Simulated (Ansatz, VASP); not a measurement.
# One calculation of TiB, two programs

```
Ti B
1.0
     0.00000    2.20605    2.20605
     2.20605    0.00000    2.20605
     2.20605    2.20605    0.00000
Ti B
1 1
Direct
  0.75000 0.75000 0.75000
  0.00000 0.00000 0.00000
```

Change from the starting cell: strain +0.050 along x and y, +0.050 along z, atoms carried along.

Alike in both runs: task single point; functional r2SCAN; k mesh 20 × 20 × 20; occupations gaussian, width 0.15 eV; no spin polarisation.

|  | VASP | Ansatz |
| --- | --- | --- |
| version | VASP 6.6.1 | Ansatz 0.2.0 |
| potentials or method | VASP PAW PBE potentials, release 64 (Ti_sv, B), cutoff 520 eV | scalar-relativistic, plane waves, PAW |
| valence electrons in the cell | 15 | 15 |

VASP gave:

| Property | Result |
| --- | --- |
| gap on the k mesh at the Fermi level (eV) | none |
| pressure (GPa) | 67.6 |

**Question.** Which values does Ansatz return?

**Answer.** gap on the k mesh at the Fermi level (eV): none; pressure (GPa): 66.8.

VASP's potentials were made for PBE, not for r2SCAN. A gap of «none» marks a metal or a gap that the smearing closes. Both programs put the cell under a high pressure, so it lies far from rest at this level.

Noted on VASP's run: the cell as given lies far from equilibrium.
